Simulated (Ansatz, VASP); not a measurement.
CaO: VASP beside Ansatz

INCAR

```
ALGO     = Normal         # electronic algorithm
EDIFF    = 1E-6           # SCF threshold, eV
EDIFFG   = -0.005         # ionic threshold
ENCUT    = 600            # plane-wave cutoff, eV
GGA      = PE             # functional
IBRION   = 2              # ionic algorithm
ISIF     = 3              # what is computed and relaxed
ISMEAR   = -1             # smearing method
LASPH    = T              # aspherical terms in the spheres
LCHARG   = F              # write CHGCAR
LREAL    = F              # projectors in reciprocal space
LWAVE    = F              # write WAVECAR
NELM     = 100            # most SCF steps
NSW      = 80             # ionic steps
PREC     = Accurate       # precision mode
SIGMA    = 0.05           # smearing width, eV
```

File KPOINTS:

```
k-points
0
Gamma
  10 10 10
```

File POSCAR:

```
CaO
1.0
    0.0000000000      2.4035556960      2.4035556960
    2.4035556960      0.0000000000      2.4035556960
    2.4035556960      2.4035556960      0.0000000000
Ca O
1 1
Direct
    0.0000000000      0.0000000000      0.0000000000
    0.5000000000      0.5000000000      0.5000000000
```

input.yaml

```yaml
crystal:
  lattice:
    - [0.0, 2.403555696, 2.403555696]
    - [2.403555696, 0.0, 2.403555696]
    - [2.403555696, 2.403555696, 0.0]
  atoms:
    - { symbol: Ca, position: [0.0, 0.0, 0.0] }
    - { symbol: O, position: [0.5, 0.5, 0.5] }
kpoints:
  mp_grid: { grid: [10, 10, 10] }
scf:
  occupations: { method: fermi_dirac, width: 0.05 }
hamiltonian:
  xc: pbe
  pseudopotentials: { kind: all_electron, lapw: { basis_error: 0.001 } }
output:
  forces: true
  stress: true
relax:
  f_tol: 0.005
  max_steps: 60
  cell: {}
```

Alike in both runs: task relaxation of cell and atoms; functional PBE; k mesh 10 × 10 × 10; occupations fermi-dirac, width 0.05 eV; no spin polarisation.

|  | VASP | Ansatz |
| --- | --- | --- |
| version | VASP 6.6.1 | Ansatz 0.2.0 |
| potentials or method | VASP PAW PBE potentials, release 64 (Ca_sv, O), cutoff 600 eV | all-electron LAPW, scalar-relativistic |

|  | VASP | Ansatz | Ansatz less VASP |
| --- | --- | --- | --- |
| relaxed volume (Å³/atom) | 14.15 | 14.09 | -0.061 |
| relaxed cell length with the largest relative difference (Å) | 3.421 | 3.416 | -0.0050 |

Ansatz ran all-electron here, and VASP with PAW potentials.
